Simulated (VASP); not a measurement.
# C (Fd-3m) in VASP: a series of runs

The runs below take C through relaxation of cell and atoms, with PBEsol.

All numbers are computed with VASP 6.6.1; they aren't measurements. Logs are shortened: lines on timing, memory, paths and dates and some standing lists are left out, and cuts for length are marked.

## (1) The cell of the first run

Symmetry: Fd-3m, No. 227, cubic system. Conventional cell: a = 3.567 Å, b = 3.567 Å, c = 3.567 Å, α = 90.00°, β = 90.00°, γ = 90.00°. Within 2.1 Å of C (site symmetry -43m) lie 4 C at 1.54 Å.

## (2) Relaxation of cell and atoms, PBEsol

The input, INCAR:

```
ALGO = Normal
EDIFF = 1E-6
EDIFFG = -0.01
ENCUT = 600
GGA = PS
IBRION = 2
ISIF = 3
ISMEAR = -1
LASPH = T
LCHARG = F
LREAL = F
LWAVE = F
NELM = 60
NSW = 60
PREC = Accurate
SIGMA = 0.05
```

The input, KPOINTS:

```
k-points
0
Gamma
  13 13 13
```

The input, POSCAR:

```
C
1.0
    0.0000000000      1.7833700000      1.7833700000
    1.7833700000      0.0000000000      1.7833700000
    1.7833700000      1.7833700000      0.0000000000
C
2
Direct
    0.7500000000      0.7500000000      0.7500000000
    0.5000000000      0.5000000000      0.5000000000
```

Potentials or basis: VASP PAW PBE potentials, release 64 (C).

Command:

```bash
cat potpaw_PBE.64/C/POTCAR > POTCAR
mpirun -np 1 vasp_std > vasp.out
```

OUTCAR:

```text
EDIFF = 1E-6
   EDIFFG = -0.01
   ENCUT = 600
   GGA = PS
   IBRION = 2
   ISIF = 3
   ISMEAR = -1
   LASPH = T
   LREAL = F
   NELM = 60
   NSW = 60
   PREC = Accurate

 ion  position               nearest neighbor table
   1  0.750  0.750  0.750-   2 1.54   2 1.54   2 1.54   2 1.54
   2  0.500  0.500  0.500-   1 1.54   1 1.54   1 1.54   1 1.54

  LATTYP: Found a face centered cubic cell.
 ALAT       =     3.5667400000

  Lattice vectors:

 A1 = (   0.0000000000,   1.7833700000,   1.7833700000)
 A2 = (   1.7833700000,   0.0000000000,   1.7833700000)
 A3 = (   1.7833700000,   1.7833700000,   0.0000000000)

Analysis of symmetry for initial positions (statically):
=====================================================================
 Subroutine PRICEL returns:
 Original cell was already a primitive cell.

 Routine SETGRP: Setting up the symmetry group for a
 face centered cubic supercell.

 Subroutine GETGRP returns: Found 48 space group operations
 (whereof 24 operations were pure point group operations)
 out of a pool of 48 trial point group operations.

The static configuration has the point symmetry T_d .
 The point group associated with its full space group is O_h .

Analysis of symmetry for dynamics (positions and initial velocities):
=====================================================================
 Subroutine PRICEL returns:
 Original cell was already a primitive cell.

 Routine SETGRP: Setting up the symmetry group for a
 face centered cubic supercell.

 Subroutine GETGRP returns: Found 48 space group operations
 (whereof 24 operations were pure point group operations)
 out of a pool of 48 trial point group operations.

The dynamic configuration has the point symmetry T_d .
 The point group associated with its full space group is O_h .

 Subroutine INISYM returns: Found 48 space group operations
 (whereof 24 operations are pure point group operations),
 and found     1 'primitive' translations

----------------------------------------------------------------------------------------

                                     Primitive cell

  volume of cell :      11.3437

  direct lattice vectors                    reciprocal lattice vectors
     0.000000000  1.783370000  1.783370000    -0.280368067  0.280368067  0.280368067
     1.783370000  0.000000000  1.783370000     0.280368067 -0.280368067  0.280368067
     1.783370000  1.783370000  0.000000000     0.280368067  0.280368067 -0.280368067

  length of vectors
     2.522066041  2.522066041  2.522066041     0.485611737  0.485611737  0.485611737

[... 97 lines left out ...]
   IALGO  =     38    algorithm
   IMIX   =      4    mixing-type and parameters
     AMIX     =   0.40;   BMIX     =  1.00
     AMIX_MAG =   1.60;   BMIX_MAG =  1.00
  volume/ion in A,a.u.               =       5.67        38.28
  Fermi-wavevector in a.u.,A,eV,Ry     =   1.457203  2.753714 28.891161  2.123440
  Thomas-Fermi vector in A             =   2.574032
   LORBIT       =      0    0 simple, 1 ext, 2 COOP (PROOUT), +10 PAW based schemes
   GGA     = PS    functional components
   LHFCALC =     F    Hartree Fock is set to
   AEXX    =    0.0000 exact exchange contribution
   IVDW    =     0    specifies the selected vdW correction
   LEPSILON=     F    determine dielectric tensor
   LRPA    =     F    only Hartree local field effects (RPA)
 conjugate gradient relaxation of ions
 non-spin polarized calculation
  energy-cutoff  :      600.00
  volume of cell :       11.34
 maximum number of plane-waves:       388
   NGX =  9   NGY =  9   NGZ =  9

--------------------------------------- Ionic step        1  -------------------------------------------

 number of electron       7.9999999 magnetization

 Free energy of the ion-electron system (eV)
  ---------------------------------------------------
  ext. energy  EPLUGINS =         0.00000000
  ---------------------------------------------------
  free energy    TOTEN  =       -19.25323146 eV

  energy without entropy =      -19.25323146  energy(sigma->0) =      -19.25323146

------------------------ aborting loop because EDIFF is reached ----------------------------------------

  FORCE on cell =-STRESS in cart. coord.  units (eV):
  Direction    XX          YY          ZZ          XY          YZ          ZX
  --------------------------------------------------------------------------------------
  -------------------------------------------------------------------------------------
  Total       -0.3118501     -0.3118501     -0.3118501     -0.0000000     -0.0000000      0.0000000
  in kB      -44.0455620    -44.0455620    -44.0455620     -0.0000000     -0.0000000      0.0000000
  external PRESSURE =     -44.0455620 kB  Pullay stress =       0.0000000 kB
[... 59 lines left out ...]
--------------------------------------- Ionic step        3  -------------------------------------------

 number of electron       7.9999999 magnetization

 Free energy of the ion-electron system (eV)
  ---------------------------------------------------
  ext. energy  EPLUGINS =         0.00000000
  ---------------------------------------------------
  free energy    TOTEN  =       -19.25479454 eV

  energy without entropy =      -19.25479454  energy(sigma->0) =      -19.25479454

 E-fermi :  10.8066     XC(G=0): -13.4820

 val. band max:        9.8526611773   @ k =   0.0000   0.0000   0.0000
 cond. band min:      13.8868991753   @ k =   0.3846   0.3846   0.0000
 fundamental gap:      4.0342379980
 Fermi energy:        10.8066493475

 k-point     1 :       0.0000    0.0000    0.0000
  band No.  band energies     occupation
      1     -11.8030      2.00000
      2       9.8527      2.00000
      3       9.8527      2.00000
      4       9.8527      2.00000
      5      15.4195      0.00000
      6      15.4195      0.00000
      7      15.4195      0.00000
      8      23.4486      0.00000
[... 243 lines left out ...]
 k-point    24 :       0.4615    0.1538    0.0000
  band No.  band energies     occupation
      1      -6.7272      2.00000
      2      -1.5192      2.00000
      3       5.3717      2.00000
      4       5.8886      2.00000
      5      16.8672      0.00000
      6      20.4482      0.00000
      7      20.8500      0.00000
      8      23.7314      0.00000

 [... further k-points ...]

------------------------ aborting loop because EDIFF is reached ----------------------------------------

  FORCE on cell =-STRESS in cart. coord.  units (eV):
  Direction    XX          YY          ZZ          XY          YZ          ZX
  --------------------------------------------------------------------------------------
  -------------------------------------------------------------------------------------
  Total       -0.0004827     -0.0004827     -0.0004827      0.0000000      0.0000000     -0.0000000
  in kB       -0.0688564     -0.0688564     -0.0688564      0.0000000      0.0000000     -0.0000000
  external PRESSURE =      -0.0688564 kB  Pullay stress =       0.0000000 kB
[... 17 lines left out ...]
  FREE ENERGIE OF THE ION-ELECTRON SYSTEM (eV)
  ---------------------------------------------------
  free  energy   TOTEN  =       -19.2547945399 eV

  energy  without entropy=      -19.2547945399  energy(sigma->0) =      -19.25479454

 reached required accuracy - stopping structural energy minimisation
```

OSZICAR:

```text
N       E                     dE             d eps       ncg     rms          rms(c)
DAV:   1     0.583028615013E+00    0.58303E+00   -0.55436E+03  1400   0.108E+03
DAV:   2    -0.197976053877E+02   -0.20381E+02   -0.19553E+02  2224   0.122E+02
DAV:   3    -0.199148353957E+02   -0.11723E+00   -0.11723E+00  1400   0.121E+01
[... 18 lines left out ...]
DAV:   2    -0.192550133106E+02    0.55482E-03   -0.48169E-04  1472   0.214E-01    0.104E-01
DAV:   3    -0.192547969114E+02    0.21640E-03   -0.46686E-04  1456   0.172E-01    0.164E-02
DAV:   4    -0.192547957974E+02    0.11140E-05   -0.93580E-07  1320   0.136E-02    0.116E-02
DAV:   5    -0.192547945654E+02    0.12320E-05   -0.96302E-08   784   0.494E-03    0.687E-04
DAV:   6    -0.192547945399E+02    0.25439E-07   -0.26337E-09   672   0.644E-04
   3 F= -.19254795E+02 E0= -.19254795E+02  d E =-.156308E-02
```

Run time: 7.8 s. Hardware: 1 thread of AMD EPYC 9R45 (Zen 5), shared host; peak memory 0.09 GiB.

Results:

```
Free energy                            : -19.2548 eV
Relaxed volume                         : 5.62 Å³/atom
Relaxed cell                           : a = 2.514 Å, b = 2.514 Å, c = 2.514 Å, α = 60.00°, β = 60.00°, γ = 60.00°
Space group after relaxing (to 0.05 Å) : Fd-3m (No. 227)
Energy gained by relaxing              : 0.8 meV/atom
Ionic steps                            : 3
Pressure after relaxing                : 0.0 GPa
Band gap on the k mesh                 : 4.03 eV, indirect (least direct gap 5.57 eV)
```

The path:
```csv
step,energy change (eV),largest force (eV/Å),pressure (GPa),volume (Å³)
1,0.0000,0.0000,-4.40,11.34
2,0.0010,0.0000,5.83,11.09
3,-0.0016,0.0000,-0.01,11.23
```

Final structure:
```
CELL_PARAMETERS angstrom
0.00000 1.77745 1.77745
1.77745 0.00000 1.77745
1.77745 1.77745 0.00000
ATOMIC_POSITIONS crystal
C 0.75000 0.75000 0.75000
C 0.50000 0.50000 0.50000
```

Caveat: the PAW data sets were made with another functional, which shifts forces and pressure a little.

## (3) Relaxation of cell and atoms, PBEsol, target pressure 2 GPa, at which the enthalpy is minimised

The input, INCAR:

```
PREC     = Accurate       # precision mode
ENCUT    = 600            # plane-wave cutoff, eV
EDIFF    = 1E-7           # SCF threshold, eV
ISMEAR   = -1             # smearing method
SIGMA    = 0.05           # smearing width, eV
LREAL    = False          # projectors in reciprocal space
LASPH    = True           # aspherical terms in the spheres
NELM     = 80             # most SCF steps
ALGO     = Normal         # electronic algorithm
ISIF     = 3              # what is computed and relaxed
LWAVE    = False          # write WAVECAR
LCHARG   = False          # write CHGCAR
GGA      = PS             # functional
IBRION   = 2              # ionic algorithm
NSW      = 60             # ionic steps
EDIFFG   = -0.01          # ionic threshold
PSTRESS  = 20.0
```

The input, KPOINTS:

```
regular mesh
0
Gamma
  13 13 13
```

POSCAR is that of step 2.

Potentials or basis: VASP PAW PBE potentials, release 64 (C).

Command:

```bash
cat potpaw_PBE.64/C/POTCAR > POTCAR
mpirun -np 1 vasp_std > vasp.out
```

OUTCAR:

```text
PREC = Accurate
   ENCUT = 600
   EDIFF = 1E-7
   ISMEAR = -1
   LREAL = False
   LASPH = True
   NELM = 80
   ISIF = 3
   GGA = PS
   IBRION = 2
   NSW = 60
   EDIFFG = -0.01
   PSTRESS = 20.0

 ion  position               nearest neighbor table
   1  0.750  0.750  0.750-   2 1.54   2 1.54   2 1.54   2 1.54
   2  0.500  0.500  0.500-   1 1.54   1 1.54   1 1.54   1 1.54

  LATTYP: Found a face centered cubic cell.
 ALAT       =     3.5667400000

  Lattice vectors:

 A1 = (   0.0000000000,   1.7833700000,   1.7833700000)
 A2 = (   1.7833700000,   0.0000000000,   1.7833700000)
 A3 = (   1.7833700000,   1.7833700000,   0.0000000000)

Analysis of symmetry for initial positions (statically):
[... 255 lines left out ...]
  ext. energy  EPLUGINS =         0.00000000
  ---------------------------------------------------
  free energy    TOTEN  =       -19.25449495 eV

  energy without entropy =      -19.25449495  energy(sigma->0) =      -19.25449495

 E-fermi :  10.8857     XC(G=0): -13.5037

 val. band max:        9.9165529459   @ k =   0.0000   0.0000   0.0000
 cond. band min:      13.9604617892   @ k =   0.3846   0.3846   0.0000
 fundamental gap:      4.0439088433
 Fermi energy:        10.8857271131

 k-point     1 :       0.0000    0.0000    0.0000
  band No.  band energies     occupation
      1     -11.7985      2.00000
      2       9.9166      2.00000
      3       9.9166      2.00000
      4       9.9166      2.00000
      5      15.4955      0.00000
      6      15.4955      0.00000
      7      15.4955      0.00000
      8      23.6130      0.00000
[... 243 lines left out ...]
 k-point    24 :       0.4615    0.1538    0.0000
  band No.  band energies     occupation
      1      -6.7055      2.00000
      2      -1.4913      2.00000
      3       5.4214      2.00000
      4       5.9356      2.00000
      5      16.9478      0.00000
      6      20.5422      0.00000
      7      20.9689      0.00000
      8      23.8374      0.00000

 [... further k-points ...]
[... 5 lines left out ...]
  --------------------------------------------------------------------------------------
  -------------------------------------------------------------------------------------
  Total        0.1380325      0.1380325      0.1380325      0.0000000      0.0000000      0.0000000
  in kB       19.7773940     19.7773940     19.7773940      0.0000000      0.0000000      0.0000000
  external PRESSURE =      -0.2226060 kB  Pullay stress =      20.0000000 kB
[... 21 lines left out ...]
  energy  without entropy=      -19.2544949531  energy(sigma->0) =      -19.25449495

  enthalpy is  TOTEN    =       -19.1149088533 eV   P V=        0.1395860998

 reached required accuracy - stopping structural energy minimisation
```

CONTCAR:

```text
C
   1.00000000000000
     0.0000000000000000    1.7748606243976481    1.7748606243976481
     1.7748606243976481    0.0000000000000000    1.7748606243976481
     1.7748606243976481    1.7748606243976481   -0.0000000000000000
  C
     2
Direct
     0.7500000000000000    0.7500000000000000    0.7500000000000000
     0.5000000000000000    0.5000000000000000    0.5000000000000000

  0.00000000E+00  0.00000000E+00  0.00000000E+00
  0.00000000E+00  0.00000000E+00  0.00000000E+00
```

Run time: 8.6 s. Hardware: 1 thread of AMD EPYC 9R45 (Zen 5), shared host; peak memory 0.09 GiB.

Results:

```
Free energy                                            : -19.2545 eV
Relaxed volume                                         : 5.59 Å³/atom
Relaxed cell                                           : a = 2.510 Å, b = 2.510 Å, c = 2.510 Å, α = 60.00°, β = 60.00°, γ = 60.00°
Space group after relaxing (to 0.05 Å)                 : Fd-3m (No. 227)
Energy change on relaxing (the enthalpy is what falls) : -0.6 meV/atom
Ionic steps                                            : 3
Pressure after relaxing                                : 2.0 GPa
Band gap on the k mesh                                 : 4.04 eV, indirect (least direct gap 5.58 eV)
```

The path:
```tsv
step	energy change (eV)	largest force (eV/Å)	pressure (GPa)	volume (Å³)
1	0.0000	0.0000	-4.40	11.34
2	0.0069	0.0000	10.78	10.98
3	-0.0013	0.0000	1.98	11.18
```

Final structure:
```yaml
crystal:
  lattice:
    - [0.00000, 1.77486, 1.77486]
    - [1.77486, 0.00000, 1.77486]
    - [1.77486, 1.77486, 0.00000]
  atoms:
    - { symbol: C, position: [0.75000, 0.75000, 0.75000] }
    - { symbol: C, position: [0.50000, 0.50000, 0.50000] }
```

Caveat: the cell is relaxed towards a set pressure, so the enthalpy falls and the energy may rise; the PAW data sets were made with another functional, which shifts forces and pressure a little. A k mesh can miss the band edges.

(Part 1 of 2 ends here.)
